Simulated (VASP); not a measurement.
## Al: single point with PBEsol

Slab: Al, a slab with vacuum.

```
CELL_PARAMETERS angstrom
2.83943 0.00000 0.00000
-1.41971 2.45902 0.00000
0.00000 0.00000 31.27353
ATOMIC_POSITIONS crystal
Al 0.66667 0.33333 0.35174
Al 0.33333 0.66667 0.42587
Al 0.00000 0.00000 0.50000
Al 0.66667 0.33333 0.57413
Al 0.33333 0.66667 0.64826
```

| Property | Result |
| --- | --- |
| Program | VASP 6.6.1 |
| Task | single point |
| Functional | PBEsol |
| Potentials or basis | VASP PAW PBE potentials, release 64 (Al) |
| Cutoff | 520 eV |
| k mesh | 12 × 12 × 1 |
| Occupations | gaussian, width 0.1 eV |
| Spin | no spin polarisation |

The largest force is 0.112 eV/Å.

Forces in eV/Å, atoms in the order of the input:
```
Al   0.000  0.000 -0.112
Al   0.000  0.000  0.083
Al   0.000  0.000  0.000
Al   0.000  0.000 -0.083
Al   0.000  0.000  0.112
```

Levels at points of the mesh, in eV from the Fermi level:
```
           k point  band 3  band 4  band 5  band 6  band 7  band 8  band 9  band 10  band 11  band 12
(0.00, 0.00, 0.00)   -9.19   -7.63   -5.68   -3.65   -1.19    1.21    3.12     4.04     4.22     4.99
(0.50, 0.00, 0.00)   -4.41   -4.35   -3.45   -3.17   -1.89   -1.41    0.24     0.29     1.97     2.22
```

Run time: 92 s on 1 thread of Intel(R) Xeon(R) Platinum 8488C (Sapphire Rapids) (shared host), peak memory 0.36 GiB.

Caveat: the PAW data sets were made with another functional, which shifts forces and pressure a little.
